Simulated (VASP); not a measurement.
Runs of VASP 6.6.1 on Ni. The structure is that of space group Im-3m (No. 229), or close to it. The cells are those of the table. This isn't the form of Ni at room conditions, which is fcc.

| cell | k mesh for the DOS | occupations for the DOS | gap on the mesh (eV) | pressure (GPa) | moment (μB) |
| --- | --- | --- | --- | --- | --- |
| a = 2.342 Å, angles 109.5°, 1 atom | - | - | none | 25.5 | 0.45 |
| a = 2.046 Å, angles 109.5°, 1 atom | - | - | none | 331.1 | 0.00 |
| a = 2.251 Å, angles 109.5°, 1 atom | - | - | none | (b) | (a) |
| a = 1.787 Å, angles 109.5°, 1 atom | 29 × 29 × 29 | tetrahedron | - | - | 0.00 |
| a = 2.153 Å, angles 109.5°, 1 atom | - | - | none | 159.2 | 0.00 |

Alike in all rows: task single point; level PBE; potentials or basis VASP PAW PBE potentials, release 64 (Ni); spin collinear, ferromagnetic start; k mesh 19 × 19 × 19; cutoff (eV) 520; smearing fermi-dirac 0.05 eV.

Q: Fill in the values left out.

A: (a) 0.21; (b) 71.4.

Caveats: the cell stands under pressure (at least some runs); tetrahedron occupations give inexact forces and stress in metals (at least some runs).

A gap of «none» marks levels without a gap at the run's occupations.
